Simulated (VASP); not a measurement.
Set up this calculation in VASP 6.6.1, as the native input.

```yaml
Task: electric field gradients
Functional: PBEsol
Potentials_or_basis: VASP PAW PBE potentials, release 64 (Pb_d, Se)
Cutoff: 400 eV
k_mesh: 9 × 9 × 9
Occupations: fermi-dirac, width 0.01 eV
Spin: no spin polarisation
Dipole_correction: no
Further_INCAR_settings: ALGO = Normal; EDIFF = 1e-08; NBANDS = 17
```

The structure of PbSe lies in POSCAR:

```
PbSe
1.0
    0.0000000000      3.0723233306      3.0723233306
    3.0723233306      0.0000000000      3.0723233306
    3.0723233306      3.0723233306      0.0000000000
Pb Se
1 1
Direct
    0.0000000000      0.0000000000      0.0000000000
    0.5000000000      0.5000000000      0.5000000000
```

This cell differs from its parent crystal: volume scaled by 1.01.

These files were run (other wordings do the same):

INCAR

```
SYSTEM = PbSe
ALGO     = Normal         ! electronic algorithm
EDIFF    = 1E-8           ! SCF threshold, eV
ENCUT    = 400            ! plane-wave cutoff, eV
GGA      = PS             ! functional
GGA_COMPAT= .False.      
ISIF     = 2              ! what is computed and relaxed
ISMEAR   = -1             ! smearing method
LASPH    = .True.         ! aspherical terms in the spheres
LCHARG   = .False.        ! write CHGCAR
LEFG     = .True.       
LREAL    = .False.        ! projectors in reciprocal space
LWAVE    = .False.        ! write WAVECAR
NBANDS   = 17             ! bands
NELM     = 120            ! most SCF steps
PREC     = Accurate       ! precision mode
SIGMA    = 0.01           ! smearing width, eV
```

KPOINTS

```
k-points
0
Gamma
  9 9 9
  0 0 0
```

Potentials or basis: VASP PAW PBE potentials, release 64 (Pb_d, Se).

The run is started by

```console
$ cat potpaw_PBE.64/Pb_d/POTCAR potpaw_PBE.64/Se/POTCAR > POTCAR
$ mpirun -np 1 vasp_std > vasp.out
```

Results of the run:

- Pressure: -1.1 GPa

Caveat: without QUAD_EFG the Cq values of the log hold for a quadrupole moment of 1 mb, not for the nuclei; the PAW data sets were made with another functional, which shifts forces and pressure a little.

Wall time 14 s on 1 thread of Intel(R) Xeon(R) 6975P-C (Granite Rapids) (shared host), peak memory 0.16 GiB.
